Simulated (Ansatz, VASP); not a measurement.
# Two plane-wave programs on Mg

The input INCAR:

```
PREC = Accurate
ENCUT = 520
EDIFF = 1E-6
ISMEAR = -1
SIGMA = 0.1
LREAL = F
LASPH = T
NELM = 60
ALGO = Normal
ISIF = 2
LWAVE = F
LCHARG = T
GGA = RP
LELF = T
LVHAR = T
NBANDS = 7
```

Contents of KPOINTS:

```
Automatic mesh
0
Gamma
  12 12 12
```

POSCAR

```
Mg
1.0
    3.0543575930      0.0000000000      0.0000000000
    0.0000000000      3.0543575930      0.0000000000
    0.0000000000      0.0000000000      3.0543575930
Mg
1
Direct
    0.0000000000      0.0000000000      0.0000000000
```

Input for Ansatz:

```yaml
crystal:
  lattice:
    - [3.054357593, 0.0, 0.0]
    - [0.0, 3.054357593, 0.0]
    - [0.0, 0.0, 3.054357593]
  atoms:
    - { symbol: Mg, position: [0.0, 0.0, 0.0] }
hamiltonian:
  xc: rpbe
  pseudopotentials:
    kind: paw
    azcp:
      Mg: "pseudopotentials/Mg.paw.azcp"
basis:
  ecutwfc: 420
  fft_grid_basis: typed
kpoints:
  mp_grid: { grid: [12, 12, 12], shift: [0, 0, 0] }
magnetization:
  spin_polarized: false
scf:
  occupations: { method: fermi_dirac, width: 0.1 }
  lower_state_search: "off"
output:
  stress: true
```

Alike in both runs: task single point; functional RPBE; k mesh 12 × 12 × 12; occupations fermi-dirac, width 0.1 eV; no spin polarisation.

```csv
,VASP,Ansatz
version,VASP 6.6.1,Ansatz 0.2.0
potentials or method,"VASP PAW PBE potentials, release 64 (Mg), cutoff 520 eV","plane waves (420 eV) with PAW, scalar-relativistic"
valence electrons in the cell,2,10
```

```csv
,VASP,Ansatz,Ansatz less VASP
pressure (GPa),0.0,0.1,+0.10
```

VASP's potentials were made for PBE, not for RPBE. VASP's potentials hold 2 valence electrons a cell and Ansatz's 10, so a difference there can come from the potentials and not from the codes.
